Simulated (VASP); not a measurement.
# AlRu (Pm-3m) in VASP: notebook

AlRu is run at these levels: LDA; tasks: single point.

Everything below comes from runs of VASP 6.6.1. Logs are shortened: lines on timing, memory, paths and dates and some standing lists are left out, and cuts for length are marked.

### Step 1. The cell of the first run

Symmetry: Pm-3m, No. 221, cubic system. Conventional cell: a = 2.939 Å, b = 2.939 Å, c = 2.939 Å, α = 90.00°, β = 90.00°, γ = 90.00°. Al (site symmetry m-3m) has 8 Ru at 2.54 Å and 6 Al at 2.94 Å within 3.4 Å. Within 3.4 Å of Ru (site symmetry m-3m) lie 8 Al at 2.54 Å and 6 Ru at 2.94 Å.

### Step 2. Single point, LDA

Input file INCAR:

```
SYSTEM = AlRu
PREC = Accurate
ENCUT = 500
EDIFF = 1E-6
ISMEAR = 0
SIGMA = 0.1
LREAL = .FALSE.
LASPH = .TRUE.
NELM = 120
ALGO = Normal
ISIF = 2
LWAVE = .FALSE.
LCHARG = .FALSE.
GGA = CA
NBANDS = 16
GGA_COMPAT = .FALSE.
```

Input file KPOINTS:

```
regular mesh
0
G
  9 9 9
  0 0 0
```

Input file POSCAR:

```
AlRu
1.0
    2.9386339927      0.0000000000      0.0000000000
    0.0000000000      2.9386339927      0.0000000000
    0.0000000000      0.0000000000      2.9386339927
Al Ru
1 1
Direct
    0.0000000000      0.0000000000      0.0000000000
    0.5000000000      0.5000000000      0.5000000000
```

Potentials or basis: VASP PAW LDA potentials, release 64 (Al, Ru_pv).

On the command line:

```
$ cat potpaw_LDA.64/Al/POTCAR potpaw_LDA.64/Ru_pv/POTCAR > POTCAR
$ mpirun -np 1 vasp_std > vasp.out
```

OUTCAR:

```text
SYSTEM = AlRu
   PREC = Accurate
   ENCUT = 500
   EDIFF = 1E-6
   ISMEAR = 0
   LREAL = .FALSE.
   LASPH = .TRUE.
   NELM = 120
   ISIF = 2
   GGA = CA

 ion  position               nearest neighbor table
   1  0.000  0.000  0.000-   2 2.54   2 2.54   2 2.54   2 2.54   2 2.54   2 2.54   2 2.54   2 2.54

   2  0.500  0.500  0.500-   1 2.54   1 2.54   1 2.54   1 2.54   1 2.54   1 2.54   1 2.54   1 2.54

  LATTYP: Found a simple cubic cell.
 ALAT       =     2.9386339927

  Lattice vectors:

 A1 = (   2.9386339927,   0.0000000000,   0.0000000000)
 A2 = (   0.0000000000,   2.9386339927,   0.0000000000)
 A3 = (   0.0000000000,   0.0000000000,   2.9386339927)

Analysis of symmetry for initial positions (statically):
=====================================================================
 Subroutine PRICEL returns:
 Original cell was already a primitive cell.

 Routine SETGRP: Setting up the symmetry group for a
 simple cubic supercell.

 Subroutine GETGRP returns: Found 48 space group operations
 (whereof 48 operations were pure point group operations)
 out of a pool of 48 trial point group operations.

The static configuration has the point symmetry O_h .

Analysis of symmetry for dynamics (positions and initial velocities):
=====================================================================
 Subroutine PRICEL returns:
 Original cell was already a primitive cell.

 Routine SETGRP: Setting up the symmetry group for a
 simple cubic supercell.

 Subroutine GETGRP returns: Found 48 space group operations
 (whereof 48 operations were pure point group operations)
 out of a pool of 48 trial point group operations.

The dynamic configuration has the point symmetry O_h .

 Subroutine INISYM returns: Found 48 space group operations
 (whereof 48 operations are pure point group operations),
 and found     1 'primitive' translations

----------------------------------------------------------------------------------------

                                     Primitive cell

  volume of cell :      25.3768

  direct lattice vectors                    reciprocal lattice vectors
     2.938633993  0.000000000  0.000000000     0.340294165  0.000000000  0.000000000
     0.000000000  2.938633993  0.000000000     0.000000000  0.340294165  0.000000000
     0.000000000  0.000000000  2.938633993     0.000000000  0.000000000  0.340294165

  length of vectors
     2.938633993  2.938633993  2.938633993     0.340294165  0.340294165  0.340294165

  position of ions in fractional coordinates (direct lattice)
     0.000000000  0.000000000  0.000000000
     0.500000000  0.500000000  0.500000000

  ion indices of the primitive-cell ions
   primitive index   ion index
                 1           1
                 2           2

----------------------------------------------------------------------------------------

 KPOINTS: regular mesh

Automatic generation of k-mesh.
 Grid dimensions read from file:
 generate k-points for:    9    9    9

 Generating k-lattice:

  Cartesian coordinates                     Fractional coordinates (reciprocal lattice)
     0.037810463  0.000000000  0.000000000     0.111111111  0.000000000  0.000000000
     0.000000000  0.037810463  0.000000000     0.000000000  0.111111111  0.000000000
     0.000000000  0.000000000  0.037810463     0.000000000  0.000000000  0.111111111

  Length of vectors
     0.037810463  0.037810463  0.037810463

  Shift w.r.t. Gamma in fractional coordinates (k-lattice)
     0.000000000  0.000000000  0.000000000

 Subroutine IBZKPT returns following result:
 ===========================================

 Found     35 irreducible k-points:

 Following reciprocal coordinates:
            Coordinates               Weight
  0.000000  0.000000  0.000000      1.000000
  0.111111  0.000000  0.000000      6.000000
  0.222222  0.000000  0.000000      6.000000
  0.333333  0.000000  0.000000      6.000000
  0.444444  0.000000  0.000000      6.000000
  0.111111  0.111111  0.000000     12.000000
[... 16 lines left out ...]
  0.333333  0.333333  0.111111     24.000000
  0.444444  0.333333  0.111111     48.000000
 [... further k-points ...]
   k-points           NKPTS =     35   k-points in BZ     NKDIM =     35   number of bands    NBANDS=     16
   number of dos      NEDOS =    301   number of ions     NIONS =      2
   total plane-waves  NPLWV =  13824
   dimension x,y,z NGX =    24 NGY =   24 NGZ =   24
   dimension x,y,z NGXF=    48 NGYF=   48 NGZF=   48
   ions per type =               1   1
   NGX,Y,Z   is equivalent  to a cutoff of  13.58, 13.58, 13.58 a.u.
   NGXF,Y,Z  is equivalent  to a cutoff of  27.15, 27.15, 27.15 a.u.
 SYSTEM =  AlRu
   PREC   = accura    normal or accurate (medium, high low for compatibility)
   ISTART =      0    job   : 0-new  1-cont  2-samecut
   ICHARG =      2    charge: 1-file 2-atom 10-const
   ISPIN  =      1    spin polarized calculation?
   LNONCOLLINEAR =      F non collinear calculations
   LSORBIT =      F    spin-orbit coupling
   LASPH  =      T    aspherical Exc in radial PAW
   ENCUT  =  500.0 eV  36.75 Ry    6.06 a.u.   5.36  5.36  5.36*2*pi/ulx,y,z
   NELM   =    120;   NELMIN=  2; NELMDL= -5     # of ELM steps
   EDIFF  = 0.1E-05   stopping-criterion for ELM
   LREAL  =      F    real-space projection
   EDIFFG = 0.1E-04   stopping-criterion for IOM
   NSW    =      0    number of steps for IOM
   IBRION =     -1    ionic relax: 0-MD 1-quasi-New 2-CG
   NFREE  =      0    steps in history (QN), initial steepest desc. (CG)
   ISIF   =      2    stress and relaxation
   ISYM   =      2    0-nonsym 1-usesym 2-fastsym
   POTIM  = 0.5000    time-step for ionic-motion
   TEBEG  =    0.0;   TEEND  =   0.0 temperature during run
   PSTRESS=    0.0 pullay stress
   NELECT =      17.0000    total number of electrons
   NUPDOWN=      -1.0000    fix difference up-down
   EMIN   =  10.00;   EMAX   =-10.00  energy-range for DOS
   EFERMI =   0.00;   METHOD = LEGACY
   ISMEAR =     0;   SIGMA  =   0.10  broadening in eV -4-tet -1-fermi 0-gaus
   EFERMI_NEDOS =   21; number of points for ismear=-14 and -15
   IALGO  =     38    algorithm
   IMIX   =      4    mixing-type and parameters
     AMIX     =   0.40;   BMIX     =  1.00
     AMIX_MAG =   1.60;   BMIX_MAG =  1.00
  volume/ion in A,a.u.               =      12.69        85.63
  Fermi-wavevector in a.u.,A,eV,Ry     =   1.432448  2.706935 27.917907  2.051908
  Thomas-Fermi vector in A             =   2.552075
   LORBIT       =      0    0 simple, 1 ext, 2 COOP (PROOUT), +10 PAW based schemes
   GGA     = CA    functional components
   LHFCALC =     F    Hartree Fock is set to
   AEXX    =    0.0000 exact exchange contribution
   IVDW    =     0    specifies the selected vdW correction
   LEPSILON=     F    determine dielectric tensor
   LRPA    =     F    only Hartree local field effects (RPA)
 non-spin polarized calculation
 Gauss-broadening in eV      SIGMA  =   0.10
  energy-cutoff  :      500.00
  volume of cell :       25.38
 maximum number of plane-waves:       660
 NGX is ok and might be reduce to    24
   NGX = 11   NGY = 11   NGZ = 11

 number of electron      17.0000001 magnetization

 Free energy of the ion-electron system (eV)
  ---------------------------------------------------
  ext. energy  EPLUGINS =         0.00000000
  ---------------------------------------------------
  free energy    TOTEN  =       -16.17916080 eV

  energy without entropy =      -16.17016383  energy(sigma->0) =      -16.17466231

 E-fermi :  11.2066     XC(G=0): -13.0722

 val. band max:       11.1783445943   @ k =   0.4444   0.4444   0.1111
 cond. band min:      11.2066395881   @ k =   0.4444   0.4444   0.1111
 fundamental gap:      0.0282949938
 Fermi energy:        11.2066024247

 k-point     1 :       0.0000    0.0000    0.0000
  band No.  band energies     occupation
      1     -30.3207      2.00000
      2     -30.3207      2.00000
      3     -30.3207      2.00000
      4       1.3175      2.00000
      5       7.3927      2.00000
      6       7.3927      2.00000
[... 8 lines left out ...]
     15      22.9142      0.00000
     16      27.2428      0.00000

 k-point     2 :       0.1111    0.0000    0.0000
  band No.  band energies     occupation
      1     -30.3516      2.00000
      2     -30.3181      2.00000
      3     -30.3181      2.00000
      4       1.5652      2.00000
      5       7.4802      2.00000
      6       7.4852      2.00000
[... 8 lines left out ...]
     15      23.4381      0.00000
     16      27.9984      0.00000

 k-point     3 :       0.2222    0.0000    0.0000
  band No.  band energies     occupation
      1     -30.4293      2.00000
      2     -30.3115      2.00000
      3     -30.3115      2.00000
      4       2.2776      2.00000
      5       7.5921      2.00000
      6       7.7146      2.00000
[... 8 lines left out ...]
     15      24.3907      0.00000
     16      28.7570      0.00000

 k-point     4 :       0.3333    0.0000    0.0000
  band No.  band energies     occupation
      1     -30.5167      2.00000
      2     -30.3040      2.00000
      3     -30.3040      2.00000
      4       3.3699      2.00000
      5       7.2383      2.00000
      6       8.0078      2.00000
[... 8 lines left out ...]
     15      24.8634      0.00000
     16      26.7464      0.00000
[... 324 lines left out ...]
 k-point    22 :       0.4444    0.2222    0.1111
  band No.  band energies     occupation
      1     -30.5556      2.00000
      2     -30.3999      2.00000
      3     -30.3189      2.00000
      4       5.2194      2.00000
      5       6.6611      2.00000
      6       8.6233      2.00000
[... 8 lines left out ...]
     15      23.4872      0.00000
     16      25.5523      0.00000

 k-point    23 :       0.3333    0.3333    0.1111
  band No.  band energies     occupation
      1     -30.4924      2.00000
      2     -30.4877      2.00000
      3     -30.3161      2.00000
      4       4.8262      2.00000
      5       7.3759      2.00000
      6       8.6497      2.00000
[... 8 lines left out ...]
     15      25.1463      0.00000
     16      26.3106      0.00000

 k-point    24 :       0.4444    0.3333    0.1111
  band No.  band energies     occupation
      1     -30.5444      2.00000
      2     -30.4832      2.00000
      3     -30.3109      2.00000
      4       5.2048      2.00000
      5       7.3234      2.00000
      6       8.6179      2.00000
[... 8 lines left out ...]
     15      24.7895      0.00000
     16      25.2106      0.00000

 [... further k-points ...]

------------------------ aborting loop because EDIFF is reached ----------------------------------------

  FORCE on cell =-STRESS in cart. coord.  units (eV):
  Direction    XX          YY          ZZ          XY          YZ          ZX
  --------------------------------------------------------------------------------------
  -------------------------------------------------------------------------------------
  Total        0.6743899      0.6743899      0.6743899      0.0000000     -0.0000000      0.0000000
  in kB       42.5779897     42.5779897     42.5779897      0.0000000     -0.0000000      0.0000000
  external PRESSURE =      42.5779897 kB  Pullay stress =       0.0000000 kB

 VOLUME and BASIS-vectors are now :
 -----------------------------------------------------------------------------
  energy-cutoff  :      500.00
  volume of cell :       25.38
      direct lattice vectors                 reciprocal lattice vectors
     2.938633993  0.000000000  0.000000000     0.340294165  0.000000000  0.000000000
     0.000000000  2.938633993  0.000000000     0.000000000  0.340294165  0.000000000
     0.000000000  0.000000000  2.938633993     0.000000000  0.000000000  0.340294165

 POSITION                                       TOTAL-FORCE (eV/Angst)
 -----------------------------------------------------------------------------------
      0.00000      0.00000      0.00000         0.000000      0.000000      0.000000
      1.46932      1.46932      1.46932         0.000000      0.000000      0.000000
 -----------------------------------------------------------------------------------
    total drift:                                0.000000     -0.000000     -0.000000

  FREE ENERGIE OF THE ION-ELECTRON SYSTEM (eV)
  ---------------------------------------------------
  free  energy   TOTEN  =       -16.1791607982 eV

  energy  without entropy=      -16.1701638304  energy(sigma->0) =      -16.17466231
```

Run time: 3.5 s. Hardware: 1 thread of Intel Xeon 6975P-C (Granite Rapids), shared host; peak memory 0.13 GiB.

What came out:

```
Free energy : -16.1792 eV
Pressure    : 4.3 GPa
```

### Step 3. Single point, LDA

This run uses another cell than the first one, of 12.88 Å³/atom, 1.015 times its volume.

Input file INCAR:

```
SYSTEM = AlRu
PREC = Accurate
ENCUT = 500
EDIFF = 1E-6
ISMEAR = 0
SIGMA = 0.1
LREAL = .False.
LASPH = .True.
NELM = 120
ALGO = Normal
ISIF = 2
LWAVE = .False.
LCHARG = .True.
GGA = CA
LELF = .True.
LVHAR = .True.
NBANDS = 16
GGA_COMPAT = .False.
```

Input file KPOINTS:

```
Automatic mesh
0
Gamma
  9 9 9
  0 0 0
```

Input file POSCAR:

```
AlRu
1.0
    2.9534758302      0.0000000000      0.0000000000
    0.0000000000      2.9534758302      0.0000000000
    0.0000000000      0.0000000000      2.9534758302
Al Ru
1 1
Direct
    0.0000000000      0.0000000000      0.0000000000
    0.5000000000      0.5000000000      0.5000000000
```

Potentials or basis: VASP PAW LDA potentials, release 64 (Al, Ru_pv).

On the command line:

```
$ cat potpaw_LDA.64/Al/POTCAR potpaw_LDA.64/Ru_pv/POTCAR > POTCAR
$ mpirun -np 1 vasp_std > vasp.out
```

Run time: 3.9 s. Hardware: 1 thread of Intel Xeon 6975P-C (Granite Rapids), shared host; peak memory 0.13 GiB.

It converged, with:

```
Free energy : -16.1852 eV
Pressure    : 0.6 GPa
```

Levels at points of the mesh, in eV from the Fermi level:
```csv
k point,band 7,band 8,band 9,band 10,band 11,band 12
"(0.00, 0.00, 0.00)",0.26,0.26,0.26,6.29,6.29,6.29
```

(Part 1 of 2 ends here.)
